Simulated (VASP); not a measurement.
# HfN (P6_3/mmc) in VASP: a series of runs

HfN is run at these levels: LDA, HSE06, r2SCAN0; tasks: single point.

Everything below comes from runs of VASP 6.6.1. Logs are shortened: lines on timing, memory, paths and dates and some standing lists are left out, and cuts for length are marked.

### 1 The cell of the first run

Symmetry: P6_3/mmc, No. 194, hexagonal system. Conventional cell: a = 3.134 Å, b = 3.134 Å, c = 5.417 Å, α = 90.00°, β = 90.00°, γ = 120.00°. Within 3.0 Å of Hf (site symmetry -6m2) lie 6 N at 2.26 Å. Within 3.0 Å of N (site symmetry -3m) lie 6 Hf at 2.26 Å and 2 N at 2.71 Å.

### 2 Single point, LDA (11.52 Å³/atom)

Input file INCAR:

```
PREC = Accurate
ENCUT = 520
EDIFF = 1E-6
ISMEAR = -1
SIGMA = 0.05
LREAL = False
LASPH = True
NELM = 100
ALGO = Normal
ISIF = 2
LWAVE = False
LCHARG = False
NBANDS = 23
```

Input file KPOINTS:

```
Automatic mesh
0
Gamma
  10 10 5
```

Input file POSCAR:

```
HfN
1.0
    3.1339080219      0.0000000000      0.0000000000
   -1.5669540110      2.7140439601      0.0000000000
    0.0000000000      0.0000000000      5.4167677200
Hf N
2 2
Direct
    0.3333333333      0.6666666667      0.2500000000
    0.6666666667      0.3333333333      0.7500000000
    0.0000000000      0.0000000000      0.5000000000
    0.0000000000      0.0000000000      0.0000000000
```

Potentials or basis: VASP PAW LDA potentials, release 64 (Hf_pv, N).

Launch:

```sh
$ cat potpaw_LDA.64/Hf_pv/POTCAR potpaw_LDA.64/N/POTCAR > POTCAR
$ mpirun -np 1 vasp_std > vasp.out
```

OUTCAR:

```text
PREC = Accurate
   ENCUT = 520
   EDIFF = 1E-6
   ISMEAR = -1
   LREAL = False
   LASPH = True
   NELM = 100
   ISIF = 2

 ion  position               nearest neighbor table
   1  0.333  0.667  0.250-   3 2.26   4 2.26   3 2.26   4 2.26   3 2.26   4 2.26   2 3.26   2 3.26
                             2 3.26   2 3.26   2 3.26   2 3.26
   2  0.667  0.333  0.750-   3 2.26   4 2.26   3 2.26   4 2.26   3 2.26   4 2.26   1 3.26   1 3.26
                             1 3.26   1 3.26   1 3.26   1 3.26
   3  0.000  0.000  0.500-   1 2.26   2 2.26   2 2.26   1 2.26   2 2.26   1 2.26
   4  0.000  0.000  0.000-   1 2.26   2 2.26   2 2.26   1 2.26   2 2.26   1 2.26

  LATTYP: Found a hexagonal cell.
 ALAT       =     3.1339080219
 C/A-ratio  =     1.7284386402

  Lattice vectors:

 A1 = (   3.1339080219,   0.0000000000,   0.0000000000)
 A2 = (  -1.5669540110,   2.7140439601,   0.0000000000)
 A3 = (   0.0000000000,   0.0000000000,   5.4167677200)

Analysis of symmetry for initial positions (statically):
=====================================================================
 Subroutine PRICEL returns:
 Original cell was already a primitive cell.

 Routine SETGRP: Setting up the symmetry group for a
 hexagonal supercell.

 Subroutine GETGRP returns: Found 24 space group operations
 (whereof 12 operations were pure point group operations)
 out of a pool of 24 trial point group operations.

The static configuration has the point symmetry D_3d.
 The point group associated with its full space group is D_6h.

Analysis of symmetry for dynamics (positions and initial velocities):
=====================================================================
 Subroutine PRICEL returns:
 Original cell was already a primitive cell.

 Routine SETGRP: Setting up the symmetry group for a
 hexagonal supercell.

 Subroutine GETGRP returns: Found 24 space group operations
 (whereof 12 operations were pure point group operations)
 out of a pool of 24 trial point group operations.

The dynamic configuration has the point symmetry D_3d.
 The point group associated with its full space group is D_6h.

 Subroutine INISYM returns: Found 24 space group operations
 (whereof 12 operations are pure point group operations),
 and found     1 'primitive' translations

----------------------------------------------------------------------------------------

                                     Primitive cell

  volume of cell :      46.0727

  direct lattice vectors                    reciprocal lattice vectors
     3.133908022  0.000000000  0.000000000     0.319090411  0.184226935  0.000000000
    -1.566954011  2.714043960  0.000000000     0.000000000  0.368453870  0.000000000
     0.000000000  0.000000000  5.416767720     0.000000000  0.000000000  0.184611940

  length of vectors
     3.133908022  3.133908022  5.416767720     0.368453870  0.368453870  0.184611940

  position of ions in fractional coordinates (direct lattice)
     0.333333333  0.666666667  0.250000000
     0.666666667  0.333333333  0.750000000
     0.000000000  0.000000000  0.500000000
     0.000000000  0.000000000  0.000000000

  ion indices of the primitive-cell ions
   primitive index   ion index
                 1           1
                 2           2
                 3           3
                 4           4

----------------------------------------------------------------------------------------

 KPOINTS: Automatic mesh

Automatic generation of k-mesh.
 Grid dimensions read from file:
 generate k-points for:   10   10    5

 Generating k-lattice:

  Cartesian coordinates                     Fractional coordinates (reciprocal lattice)
     0.031909041  0.018422693  0.000000000     0.100000000  0.000000000  0.000000000
     0.000000000  0.036845387  0.000000000     0.000000000  0.100000000  0.000000000
     0.000000000  0.000000000  0.036922388     0.000000000  0.000000000  0.200000000

  Length of vectors
     0.036845387  0.036845387  0.036922388

  Shift w.r.t. Gamma in fractional coordinates (k-lattice)
     0.000000000  0.000000000  0.000000000

 Subroutine IBZKPT returns following result:
 ===========================================

 Found     42 irreducible k-points:

 Following reciprocal coordinates:
            Coordinates               Weight
  0.000000  0.000000  0.000000      1.000000
  0.100000  0.000000  0.000000      6.000000
  0.200000  0.000000  0.000000      6.000000
  0.300000 -0.000000  0.000000      6.000000
  0.400000  0.000000  0.000000      6.000000
  0.500000  0.000000  0.000000      3.000000
[... 16 lines left out ...]
  0.300000  0.100000  0.200000     24.000000
  0.400000  0.100000  0.200000     24.000000
 [... further k-points ...]
   k-points           NKPTS =     42   k-points in BZ     NKDIM =     42   number of bands    NBANDS=     23
   number of dos      NEDOS =    301   number of ions     NIONS =      4
   total plane-waves  NPLWV =  23040
   dimension x,y,z NGX =    24 NGY =   24 NGZ =   40
   dimension x,y,z NGXF=    48 NGYF=   48 NGZF=   80
   ions per type =               2   2
   NGX,Y,Z   is equivalent  to a cutoff of  12.73, 12.73, 12.28 a.u.
   NGXF,Y,Z  is equivalent  to a cutoff of  25.46, 25.46, 24.55 a.u.
 SYSTEM =  unknown system
   PREC   = accura    normal or accurate (medium, high low for compatibility)
   ISTART =      0    job   : 0-new  1-cont  2-samecut
   ICHARG =      2    charge: 1-file 2-atom 10-const
   ISPIN  =      1    spin polarized calculation?
   LNONCOLLINEAR =      F non collinear calculations
   LSORBIT =      F    spin-orbit coupling
   LASPH  =      T    aspherical Exc in radial PAW
   ENCUT  =  520.0 eV  38.22 Ry    6.18 a.u.   5.83  5.83 10.07*2*pi/ulx,y,z
   NELM   =    100;   NELMIN=  2; NELMDL= -5     # of ELM steps
   EDIFF  = 0.1E-05   stopping-criterion for ELM
   LREAL  =      F    real-space projection
   EDIFFG = 0.1E-04   stopping-criterion for IOM
   NSW    =      0    number of steps for IOM
   IBRION =     -1    ionic relax: 0-MD 1-quasi-New 2-CG
   NFREE  =      0    steps in history (QN), initial steepest desc. (CG)
   ISIF   =      2    stress and relaxation
   ISYM   =      2    0-nonsym 1-usesym 2-fastsym
   POTIM  = 0.5000    time-step for ionic-motion
   TEBEG  =    0.0;   TEEND  =   0.0 temperature during run
   PSTRESS=    0.0 pullay stress
   NELECT =      30.0000    total number of electrons
   NUPDOWN=      -1.0000    fix difference up-down
   EMIN   =  10.00;   EMAX   =-10.00  energy-range for DOS
   EFERMI =   0.00;   METHOD = LEGACY
   ISMEAR =    -1;   SIGMA  =   0.05  broadening in eV -4-tet -1-fermi 0-gaus
   EFERMI_NEDOS =   21; number of points for ismear=-14 and -15
   IALGO  =     38    algorithm
   IMIX   =      4    mixing-type and parameters
     AMIX     =   0.40;   BMIX     =  1.00
     AMIX_MAG =   1.60;   BMIX_MAG =  1.00
  volume/ion in A,a.u.               =      11.52        77.73
  Fermi-wavevector in a.u.,A,eV,Ry     =   1.418951  2.681429 27.394278  2.013423
  Thomas-Fermi vector in A             =   2.540023
   LORBIT       =      0    0 simple, 1 ext, 2 COOP (PROOUT), +10 PAW based schemes
   GGA     = CA    functional components
   LHFCALC =     F    Hartree Fock is set to
   AEXX    =    0.0000 exact exchange contribution
   IVDW    =     0    specifies the selected vdW correction
   LEPSILON=     F    determine dielectric tensor
   LRPA    =     F    only Hartree local field effects (RPA)
 non-spin polarized calculation
  energy-cutoff  :      520.00
  volume of cell :       46.07
 maximum number of plane-waves:      1275
 NGX is ok and might be reduce to    24
   NGX = 11   NGY = 11   NGZ = 21

 number of electron      30.0000004 magnetization

 Free energy of the ion-electron system (eV)
  ---------------------------------------------------
  ext. energy  EPLUGINS =         0.00000000
  ---------------------------------------------------
  free energy    TOTEN  =       -47.55028854 eV

  energy without entropy =      -47.53825489  energy(sigma->0) =      -47.54427171

 E-fermi :   7.8269     XC(G=0): -12.9901

 val. band max:        7.7539496628   @ k =   0.1000   0.0000   0.2000
 cond. band min:       7.8332977746   @ k =   0.1000   0.1000   0.0000
 fundamental gap:      0.0793481118
 Fermi energy:         7.8269336206

 k-point     1 :       0.0000    0.0000    0.0000
  band No.  band energies     occupation
      1     -23.7672      2.00000
      2     -22.8866      2.00000
      3     -22.7829      2.00000
      4     -22.7829      2.00000
      5     -22.7206      2.00000
      6     -22.7206      2.00000
[... 15 lines left out ...]
     22      13.3617      0.00000
     23      13.3617      0.00000

 k-point     2 :       0.1000    0.0000    0.0000
  band No.  band energies     occupation
      1     -23.7310      2.00000
      2     -22.8899      2.00000
      3     -22.8709      2.00000
      4     -22.8103      2.00000
      5     -22.8048      2.00000
      6     -22.7289      2.00000
[... 15 lines left out ...]
     22      12.9999      0.00000
     23      13.3247      0.00000

 k-point     3 :       0.2000    0.0000    0.0000
  band No.  band energies     occupation
      1     -23.6309      2.00000
      2     -23.1051      2.00000
      3     -23.0075      2.00000
      4     -22.9032      2.00000
      5     -22.8745      2.00000
      6     -22.7576      2.00000
[... 15 lines left out ...]
     22      12.6297      0.00000
     23      12.6532      0.00000
[... 495 lines left out ...]
 k-point    23 :       0.3000    0.1000    0.2000
  band No.  band energies     occupation
      1     -23.5373      2.00000
      2     -23.4266      2.00000
      3     -23.2678      2.00000
      4     -23.0153      2.00000
      5     -22.9592      2.00000
      6     -22.8755      2.00000
[... 15 lines left out ...]
     22      13.6491      0.00000
     23      13.8333      0.00000

 k-point    24 :       0.4000    0.1000    0.2000
  band No.  band energies     occupation
      1     -23.6575      2.00000
      2     -23.5028      2.00000
      3     -23.2280      2.00000
      4     -23.0474      2.00000
      5     -23.0116      2.00000
      6     -22.9052      2.00000
[... 15 lines left out ...]
     22      13.7737      0.00000
     23      14.9164      0.00000

 [... further k-points ...]

------------------------ aborting loop because EDIFF is reached ----------------------------------------

  FORCE on cell =-STRESS in cart. coord.  units (eV):
  Direction    XX          YY          ZZ          XY          YZ          ZX
  --------------------------------------------------------------------------------------
  -------------------------------------------------------------------------------------
  Total       -2.8382278     -2.8382278     -3.0304660      0.0000000      0.0000000      0.0000000
  in kB      -98.6993973    -98.6993973   -105.3844807      0.0000000      0.0000000      0.0000000
  external PRESSURE =    -100.9277584 kB  Pullay stress =       0.0000000 kB

 VOLUME and BASIS-vectors are now :
 -----------------------------------------------------------------------------
  energy-cutoff  :      520.00
  volume of cell :       46.07
      direct lattice vectors                 reciprocal lattice vectors
     3.133908022  0.000000000  0.000000000     0.319090411  0.184226935  0.000000000
    -1.566954011  2.714043960  0.000000000     0.000000000  0.368453870  0.000000000
     0.000000000  0.000000000  5.416767720     0.000000000  0.000000000  0.184611940

 POSITION                                       TOTAL-FORCE (eV/Angst)
 -----------------------------------------------------------------------------------
     -0.00000      1.80936      1.35419        -0.000000      0.000000      0.000000
      1.56695      0.90468      4.06258         0.000000     -0.000000      0.000000
      0.00000      0.00000      2.70838        -0.000000     -0.000000      0.000000
      0.00000      0.00000      0.00000         0.000000     -0.000000      0.000000
 -----------------------------------------------------------------------------------
    total drift:                                0.000000     -0.000000      0.000000

  FREE ENERGIE OF THE ION-ELECTRON SYSTEM (eV)
  ---------------------------------------------------
  free  energy   TOTEN  =       -47.5502885350 eV

  energy  without entropy=      -47.5382548890  energy(sigma->0) =      -47.54427171
```

It took 61 s on 1 thread of AMD EPYC 7R13, shared host; peak memory 0.14 GiB.

Results:

- Free energy: -47.5503 eV
- Pressure: -10.1 GPa
- Band gap on the k mesh: zero (bands 15 and 16 overlap by 1.70 eV)

Caveat: the cell stands under tension; spin-orbit coupling is left out, which moves the levels of the heavy elements.

### 3 Single point, LDA (11.75 Å³/atom)

This run uses another cell than the first one, of 11.75 Å³/atom.

Input file INCAR:

```
SYSTEM = HfN
  PREC = Accurate
  ENCUT = 520
  EDIFF = 1E-7
  ISMEAR = -1
  SIGMA = 0.05
  LREAL = .FALSE.
  LASPH = .TRUE.
  NELM = 100
  ALGO = Normal
  ISIF = 2
  LWAVE = .FALSE.
  LCHARG = .FALSE.
  GGA = CA
  NBANDS = 23
```

Input file KPOINTS:

```
regular mesh
0
G
  10 10 5
  0 0 0
```

Input file POSCAR:

```
HfN
1.0
    3.1546629845      0.0000000000      0.0000000000
   -1.5773314923      2.7320182850      0.0000000000
    0.0000000000      0.0000000000      5.4526413994
Hf N
2 2
Direct
    0.3333333333      0.6666666667      0.2500000000
    0.6666666667      0.3333333333      0.7500000000
    0.0000000000      0.0000000000      0.5000000000
    0.0000000000      0.0000000000      0.0000000000
```

Potentials or basis: VASP PAW LDA potentials, release 64 (Hf_pv, N).

Launch:

```sh
$ cat potpaw_LDA.64/Hf_pv/POTCAR potpaw_LDA.64/N/POTCAR > POTCAR
$ mpirun -np 1 vasp_std > vasp.out
```

OUTCAR:

```text
SYSTEM = HfN
   PREC = Accurate
   ENCUT = 520
   EDIFF = 1E-7
   ISMEAR = -1
   LREAL = .FALSE.
   LASPH = .TRUE.
   NELM = 100
   ISIF = 2
   GGA = CA

 ion  position               nearest neighbor table
   1  0.333  0.667  0.250-   3 2.27   4 2.27   3 2.27   4 2.27   3 2.27   4 2.27   2 3.28   2 3.28
                             2 3.28   2 3.28   2 3.28   2 3.28
   2  0.667  0.333  0.750-   3 2.27   4 2.27   3 2.27   4 2.27   3 2.27   4 2.27   1 3.28   1 3.28
                             1 3.28   1 3.28   1 3.28   1 3.28
   3  0.000  0.000  0.500-   1 2.27   2 2.27   2 2.27   1 2.27   2 2.27   1 2.27
   4  0.000  0.000  0.000-   1 2.27   2 2.27   2 2.27   1 2.27   2 2.27   1 2.27

  LATTYP: Found a hexagonal cell.
 ALAT       =     3.1546629845
 C/A-ratio  =     1.7284386403

  Lattice vectors:

 A1 = (   3.1546629845,   0.0000000000,   0.0000000000)
 A2 = (  -1.5773314923,   2.7320182850,   0.0000000000)
 A3 = (   0.0000000000,   0.0000000000,   5.4526413994)

Analysis of symmetry for initial positions (statically):
=====================================================================
 Subroutine PRICEL returns:
 Original cell was already a primitive cell.

[... 178 lines left out ...]
 cond. band min:       7.6544588210   @ k =   0.1000   0.1000   0.0000
 fundamental gap:      0.0717017568
 Fermi energy:         7.6438905096

 k-point     1 :       0.0000    0.0000    0.0000
  band No.  band energies     occupation
      1     -23.9591      2.00000
      2     -23.1433      2.00000
      3     -23.0398      2.00000
      4     -23.0398      2.00000
      5     -22.9810      2.00000
      6     -22.9810      2.00000
[... 613 lines left out ...]
     22      13.4390      0.00000
     23      14.5508      0.00000

 [... further k-points ...]

------------------------ aborting loop because EDIFF is reached ----------------------------------------

  FORCE on cell =-STRESS in cart. coord.  units (eV):
  Direction    XX          YY          ZZ          XY          YZ          ZX
  --------------------------------------------------------------------------------------
  -------------------------------------------------------------------------------------
  Total       -4.3286241     -4.3286241     -4.5267173      0.0000000      0.0000000     -0.0000000
  in kB     -147.5764124   -147.5764124   -154.3300330      0.0000000      0.0000000     -0.0000000
  external PRESSURE =    -149.8276193 kB  Pullay stress =       0.0000000 kB

 VOLUME and BASIS-vectors are now :
 -----------------------------------------------------------------------------
  energy-cutoff  :      520.00
  volume of cell :       46.99
      direct lattice vectors                 reciprocal lattice vectors
     3.154662984  0.000000000  0.000000000     0.316991072  0.183014881  0.000000000
    -1.577331492  2.732018285  0.000000000     0.000000000  0.366029761  0.000000000
     0.000000000  0.000000000  5.452641399     0.000000000  0.000000000  0.183397353

 POSITION                                       TOTAL-FORCE (eV/Angst)
 -----------------------------------------------------------------------------------
     -0.00000      1.82135      1.36316         0.000000     -0.000000      0.000000
      1.57733      0.91067      4.08948        -0.000000      0.000000      0.000000
      0.00000      0.00000      2.72632         0.000000     -0.000000      0.000000
      0.00000      0.00000      0.00000         0.000000     -0.000000      0.000000
 -----------------------------------------------------------------------------------
    total drift:                               -0.000000      0.000000     -0.000000

  FREE ENERGIE OF THE ION-ELECTRON SYSTEM (eV)
  ---------------------------------------------------
  free  energy   TOTEN  =       -47.4785055349 eV

  energy  without entropy=      -47.4660279153  energy(sigma->0) =      -47.47226673
```

stdout:

```text
POSCAR found type information on POSCAR HfN
 POSCAR found :  2 types and       4 ions
 scaLAPACK will be used
 LDA part: xc-table for (Slater(with rela. corr.)+CA(PZ))
 , standard interpolation
 POSCAR, INCAR and KPOINTS ok, starting setup
 FFT: planning ... GRIDC
 FFT: planning ... GRID_SOFT
 FFT: planning ... GRID
 WAVECAR not read
 entering main loop
```

Wall time 70 s (1 thread of AMD EPYC 7R13, shared host); peak memory 0.14 GiB.

What came out:

| Quantity | Value |
| --- | --- |
| Free energy | -47.4785 eV |
| Pressure | -15.0 GPa |
| Band gap on the k mesh | zero (bands 15 and 16 overlap by 1.64 eV) |

Caveat: the cell stands under tension; spin-orbit coupling is left out, which moves the levels of the heavy elements.

### 4 Single point, LDA (11.98 Å³/atom)

This run uses another cell than the first one, of 11.98 Å³/atom.

Input file INCAR:

```
SYSTEM = HfN
ALGO = Normal ; EDIFF = 1E-7
ENCUT = 520 ; ISIF = 2
ISMEAR = -1 ; LASPH = .True.
LCHARG = .False. ; LREAL = .False.
LWAVE = .False. ; NBANDS = 23
NELM = 100 ; PREC = Accurate
SIGMA = 0.05
```

Input file KPOINTS:

```
k-points
0
Gamma
  10 10 5
  0 0 0
```

Input file POSCAR:

```
HfN
1.0
    3.1751483831      0.0000000000      0.0000000000
   -1.5875741916      2.7497591606      0.0000000000
    0.0000000000      0.0000000000      5.4880491538
Hf N
2 2
Direct
    0.3333333333      0.6666666667      0.2500000000
    0.6666666667      0.3333333333      0.7500000000
    0.0000000000      0.0000000000      0.5000000000
    0.0000000000      0.0000000000      0.0000000000
```

Launch:

```sh
$ cat potpaw_LDA.64/Hf_pv/POTCAR potpaw_LDA.64/N/POTCAR > POTCAR
$ mpirun -np 1 vasp_std > vasp.out
```

Wall time 75 s (1 thread of AMD EPYC 7R13, shared host); peak memory 0.14 GiB.

Results (log left out):

```yaml
Free_energy: -47.3800 eV
Pressure: -19.4 GPa
Band_gap_on_the_k_mesh: zero (bands 15 and 16 overlap by 1.58 eV)
```

Stress tensor (GPa, compression positive):
```
-19.15   0.00   0.00
  0.00 -19.15   0.00
  0.00   0.00 -19.81
```

Levels at points of the mesh, in eV from the Fermi level:
| k point | band 13 | band 14 | band 15 | band 16 | band 17 | band 18 |
| --- | --- | --- | --- | --- | --- | --- |
| (0.00, 0.00, 0.00) | -3.51 | -1.73 | -0.67 | 0.61 | 0.61 | 0.90 |
| (0.50, 0.00, 0.00) | -3.23 | -2.74 | -2.41 | 2.27 | 2.56 | 4.13 |

Caveat: the cell stands under tension; spin-orbit coupling is left out, which moves the levels of the heavy elements.

(Part 1 of 2 ends here.)

The gap in the log of VASP goes by the Fermi energy; the results here count the filled bands.